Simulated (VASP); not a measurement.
# Zn in VASP: single point with PBE

Aim: the single point of Zn with PBE.

Program: VASP 6.6.1. These are calculated values, not measurements. Logs are shortened: lines on timing, memory, paths and dates and some standing lists are left out, and cuts for length are marked.

### 1 The cell of the first run

The cell holds a slab with vacuum, 1 atom: a = 2.636 Å, b = 2.636 Å, c = 16.000 Å, α = 90.00°, β = 90.00°, γ = 120.00°.

### 2 Single point, PBE

INCAR reads:

```
SYSTEM = Zn
PREC = Accurate
ENCUT = 400
EDIFF = 1E-6
ISMEAR = -1
SIGMA = 0.08
LREAL = .False.
LASPH = .True.
NELM = 120
ALGO = Normal
ISIF = 2
LWAVE = .False.
LCHARG = .False.
LDIPOL = .True.
IDIPOL = 3
DIPOL = 0.5 0.5 0.500
GGA = PE
NBANDS = 12
GGA_COMPAT = .False.
NELMDL = -8
```

KPOINTS reads:

```
regular mesh
0
Gamma
  16 16 1
  0 0 0
```

POSCAR reads:

```
Zn
1.0
    2.6356265393      0.0000000000      0.0000000000
   -1.3178132696      2.2825195379      0.0000000000
    0.0000000000      0.0000000000     16.0000000000
Zn
1
Direct
    0.0000000000      0.0000000000      0.5000000000
```

Potentials or basis: VASP PAW PBE potentials, release 64 (Zn).

Command:

```bash
cat potpaw_PBE.64/Zn/POTCAR > POTCAR
mpirun -np 1 vasp_std > vasp.out
```

OUTCAR:

```text
SYSTEM = Zn
   PREC = Accurate
   ENCUT = 400
   EDIFF = 1E-6
   ISMEAR = -1
   LREAL = .False.
   LASPH = .True.
   NELM = 120
   ISIF = 2
   GGA = PE
   NELMDL = -8

 ion  position               nearest neighbor table
   1  0.000  0.000  0.500-

  LATTYP: Found a hexagonal cell.
 ALAT       =     2.6356265393
 C/A-ratio  =     6.0706628050

  Lattice vectors:

 A1 = (   2.6356265393,   0.0000000000,   0.0000000000)
 A2 = (  -1.3178132696,   2.2825195379,   0.0000000000)
 A3 = (   0.0000000000,   0.0000000000,  16.0000000000)

Analysis of symmetry for initial positions (statically):
=====================================================================
 Subroutine PRICEL returns:
 Original cell was already a primitive cell.

 Routine SETGRP: Setting up the symmetry group for a
 hexagonal supercell.

 Subroutine GETGRP returns: Found 24 space group operations
 (whereof 24 operations were pure point group operations)
 out of a pool of 24 trial point group operations.

The static configuration has the point symmetry D_6h.

Analysis of symmetry for dynamics (positions and initial velocities):
=====================================================================
 Subroutine PRICEL returns:
 Original cell was already a primitive cell.

 Routine SETGRP: Setting up the symmetry group for a
 hexagonal supercell.

 Subroutine GETGRP returns: Found 24 space group operations
 (whereof 24 operations were pure point group operations)
 out of a pool of 24 trial point group operations.

The dynamic configuration has the point symmetry D_6h.

 Subroutine INISYM returns: Found 24 space group operations
 (whereof 24 operations are pure point group operations),
 and found     1 'primitive' translations

----------------------------------------------------------------------------------------

                                     Primitive cell

  volume of cell :      96.2539

  direct lattice vectors                    reciprocal lattice vectors
     2.635626539  0.000000000  0.000000000     0.379416425  0.219056175  0.000000000
    -1.317813270  2.282519538  0.000000000     0.000000000  0.438112351  0.000000000
     0.000000000  0.000000000 16.000000000     0.000000000  0.000000000  0.062500000

  length of vectors
     2.635626539  2.635626539 16.000000000     0.438112351  0.438112351  0.062500000

  position of ions in fractional coordinates (direct lattice)
     0.000000000  0.000000000  0.500000000

  ion indices of the primitive-cell ions
   primitive index   ion index
                 1           1

----------------------------------------------------------------------------------------

 KPOINTS: regular mesh

Automatic generation of k-mesh.
 Grid dimensions read from file:
 generate k-points for:   16   16    1

 Generating k-lattice:

  Cartesian coordinates                     Fractional coordinates (reciprocal lattice)
     0.023713527  0.013691011  0.000000000     0.062500000  0.000000000  0.000000000
     0.000000000  0.027382022  0.000000000     0.000000000  0.062500000  0.000000000
     0.000000000  0.000000000  0.062500000     0.000000000  0.000000000  1.000000000

  Length of vectors
     0.027382022  0.027382022  0.062500000

  Shift w.r.t. Gamma in fractional coordinates (k-lattice)
     0.000000000  0.000000000  0.000000000

 Subroutine IBZKPT returns following result:
 ===========================================

 Found     30 irreducible k-points:

 Following reciprocal coordinates:
            Coordinates               Weight
  0.000000  0.000000  0.000000      1.000000
  0.062500  0.000000  0.000000      6.000000
  0.125000  0.000000  0.000000      6.000000
  0.187500  0.000000  0.000000      6.000000
  0.250000  0.000000  0.000000      6.000000
  0.312500  0.000000  0.000000      6.000000
[... 16 lines left out ...]
  0.187500  0.187500  0.000000      6.000000
  0.250000  0.187500  0.000000     12.000000
 [... further k-points ...]
   k-points           NKPTS =     30   k-points in BZ     NKDIM =     30   number of bands    NBANDS=     12
   number of dos      NEDOS =    301   number of ions     NIONS =      1
   total plane-waves  NPLWV =  34992
   dimension x,y,z NGX =    18 NGY =   18 NGZ =  108
   dimension x,y,z NGXF=    36 NGYF=   36 NGZF=  216
   ions per type =               1
   NGX,Y,Z   is equivalent  to a cutoff of  11.35, 11.35, 11.22 a.u.
   NGXF,Y,Z  is equivalent  to a cutoff of  22.71, 22.71, 22.44 a.u.
 SYSTEM =  Zn
   PREC   = accura    normal or accurate (medium, high low for compatibility)
   ISTART =      0    job   : 0-new  1-cont  2-samecut
   ICHARG =      2    charge: 1-file 2-atom 10-const
   ISPIN  =      1    spin polarized calculation?
   LNONCOLLINEAR =      F non collinear calculations
   LSORBIT =      F    spin-orbit coupling
   LASPH  =      T    aspherical Exc in radial PAW
   ENCUT  =  400.0 eV  29.40 Ry    5.42 a.u.   4.30  4.30 26.09*2*pi/ulx,y,z
   NELM   =    120;   NELMIN=  2; NELMDL= -8     # of ELM steps
   EDIFF  = 0.1E-05   stopping-criterion for ELM
   LREAL  =      F    real-space projection
   EDIFFG = 0.1E-04   stopping-criterion for IOM
   NSW    =      0    number of steps for IOM
   IBRION =     -1    ionic relax: 0-MD 1-quasi-New 2-CG
   NFREE  =      0    steps in history (QN), initial steepest desc. (CG)
   ISIF   =      2    stress and relaxation
   ISYM   =      2    0-nonsym 1-usesym 2-fastsym
   POTIM  = 0.5000    time-step for ionic-motion
   TEBEG  =    0.0;   TEEND  =   0.0 temperature during run
   PSTRESS=    0.0 pullay stress
   NELECT =      12.0000    total number of electrons
   NUPDOWN=      -1.0000    fix difference up-down
   EMIN   =  10.00;   EMAX   =-10.00  energy-range for DOS
   EFERMI =   0.00;   METHOD = LEGACY
   ISMEAR =    -1;   SIGMA  =   0.08  broadening in eV -4-tet -1-fermi 0-gaus
   EFERMI_NEDOS =   21; number of points for ismear=-14 and -15
   IALGO  =     38    algorithm
   IMIX   =      4    mixing-type and parameters
     AMIX     =   0.40;   BMIX     =  1.00
     AMIX_MAG =   1.60;   BMIX_MAG =  1.00
  volume/ion in A,a.u.               =      96.25       649.55
  Fermi-wavevector in a.u.,A,eV,Ry     =   0.817829  1.545473  9.100177  0.668844
  Thomas-Fermi vector in A             =   1.928347
   LORBIT       =      0    0 simple, 1 ext, 2 COOP (PROOUT), +10 PAW based schemes
   GGA     = PE    functional components
   LHFCALC =     F    Hartree Fock is set to
   AEXX    =    0.0000 exact exchange contribution
   IVDW    =     0    specifies the selected vdW correction
   LEPSILON=     F    determine dielectric tensor
   LRPA    =     F    only Hartree local field effects (RPA)
 non-spin polarized calculation
  energy-cutoff  :      400.00
  volume of cell :       96.25
 maximum number of plane-waves:      1811
 NGX is ok and might be reduce to    18
   NGX =  9   NGY =  9   NGZ = 53

 dipolmoment           0.000000      0.000000     -0.000000 electrons x Angstroem

 number of electron      11.9999972 magnetization

 dipolmoment           0.000000      0.000000      0.000000 electrons x Angstroem

 Free energy of the ion-electron system (eV)
  ---------------------------------------------------
  ext. energy  EPLUGINS =         0.00000000
  ---------------------------------------------------
  free energy    TOTEN  =        -0.77096483 eV

  energy without entropy =       -0.75430554  energy(sigma->0) =       -0.76263519

 E-fermi :  -2.8632     XC(G=0):  -2.8786

 val. band max:       -2.9474741162   @ k =   0.4375   0.1250   0.0000
 cond. band min:      -2.8466892467   @ k =   0.3750   0.1875   0.0000
 fundamental gap:      0.1007848695
 Fermi energy:        -2.8631869395

 k-point     1 :       0.0000    0.0000    0.0000
  band No.  band energies     occupation
      1     -11.3499      2.00000
      2     -10.1461      2.00000
      3     -10.1461      2.00000
      4      -9.6990      2.00000
      5      -9.6990      2.00000
      6      -9.4825      2.00000
      7      -3.7343      1.99996
      8       0.3348      0.00000
      9       1.2094      0.00000
     10       1.5931      0.00000
     11       3.7303      0.00000
     12       4.0864      0.00000

 k-point     2 :       0.0625    0.0000    0.0000
  band No.  band energies     occupation
      1     -11.2619      2.00000
      2     -10.1611      2.00000
      3     -10.1182      2.00000
      4      -9.7328      2.00000
      5      -9.7037      2.00000
      6      -9.4381      2.00000
      7      -3.5969      1.99979
      8       0.4450      0.00000
      9       1.3241      0.00000
     10       1.7042      0.00000
     11       3.8454      0.00000
     12       4.1953      0.00000

 k-point     3 :       0.1250    0.0000    0.0000
  band No.  band energies     occupation
      1     -11.0283      2.00000
      2     -10.1964      2.00000
      3     -10.0379      2.00000
      4      -9.8245      2.00000
      5      -9.7173      2.00000
      6      -9.2836      2.00000
      7      -3.1936      1.96837
      8       0.7755      0.00000
      9       1.6676      0.00000
     10       2.0373      0.00000
     11       4.1901      0.00000
     12       4.5215      0.00000
[... 286 lines left out ...]
 k-point    23 :       0.1875    0.1875    0.0000
  band No.  band energies     occupation
      1     -10.3782      2.00000
      2     -10.2634      2.00000
      3     -10.1849      2.00000
      4      -9.8425      2.00000
      5      -9.6846      2.00000
      6      -7.0325      2.00000
      7      -0.3534      0.00000
      8       3.3016      0.00000
      9       4.2826      0.00000
     10       4.5717      0.00000
     11       6.0694      0.00000
     12       6.3583      0.00000

 k-point    24 :       0.2500    0.1875    0.0000
  band No.  band energies     occupation
      1     -10.4381      2.00000
      2     -10.2429      2.00000
      3     -10.1029      2.00000
      4      -9.8925      2.00000
      5      -9.6561      2.00000
      6      -5.8474      2.00000
      7       0.7993      0.00000
      8       3.6133      0.00000
      9       4.4963      0.00000
     10       5.4066      0.00000
     11       5.4625      0.00000
     12       5.8293      0.00000

 [... further k-points ...]

------------------------ aborting loop because EDIFF is reached ----------------------------------------

 vacuum level on the upper side and lower side of the slab       (xc-potential included)        -0.113        -0.113

  FORCE on cell =-STRESS in cart. coord.  units (eV):
  Direction    XX          YY          ZZ          XY          YZ          ZX
  --------------------------------------------------------------------------------------
  -------------------------------------------------------------------------------------
  Total       -0.7498721     -0.7498721     -0.0582431     -0.0000000     -0.0000000     -0.0000000
  in kB      -12.4818633    -12.4818633     -0.9694752     -0.0000000     -0.0000000     -0.0000000
  external PRESSURE =      -8.6444006 kB  Pullay stress =       0.0000000 kB

 VOLUME and BASIS-vectors are now :
 -----------------------------------------------------------------------------
  energy-cutoff  :      400.00
  volume of cell :       96.25
      direct lattice vectors                 reciprocal lattice vectors
     2.635626539  0.000000000  0.000000000     0.379416425  0.219056175  0.000000000
    -1.317813270  2.282519538  0.000000000     0.000000000  0.438112351  0.000000000
     0.000000000  0.000000000 16.000000000     0.000000000  0.000000000  0.062500000

 POSITION                                       TOTAL-FORCE (eV/Angst)
 -----------------------------------------------------------------------------------
      0.00000      0.00000      8.00000         0.000000      0.000000      0.000000
 -----------------------------------------------------------------------------------
    total drift:                               -0.000000      0.000000      0.000000

  FREE ENERGIE OF THE ION-ELECTRON SYSTEM (eV)
  ---------------------------------------------------
  free  energy   TOTEN  =        -0.7709648269 eV

  energy  without entropy=       -0.7543055446  energy(sigma->0) =       -0.76263519

 vacuum level on the upper side and lower side of the slab         1.040         1.040
```

Run time: 65 s. Hardware: 1 thread of AMD EPYC 7R13, shared host; peak memory 0.15 GiB.

Results:

| Quantity | Value |
| --- | --- |
| Free energy | -0.7710 eV |
| Band gap on the k mesh | zero (bands 6 and 7 overlap by 2.43 eV) |

Levels at points of the mesh, in eV from the Fermi level:
```
           k point  band 2  band 3  band 4  band 5  band 6  band 7  band 8  band 9  band 10  band 11
(0.00, 0.00, 0.00)   -7.28   -7.28   -6.84   -6.84   -6.62   -0.87    3.20    4.07     4.46     6.59
(0.50, 0.00, 0.00)   -7.52   -6.96   -6.93   -6.50   -0.61    1.12    5.80    7.96    10.23    10.45
```
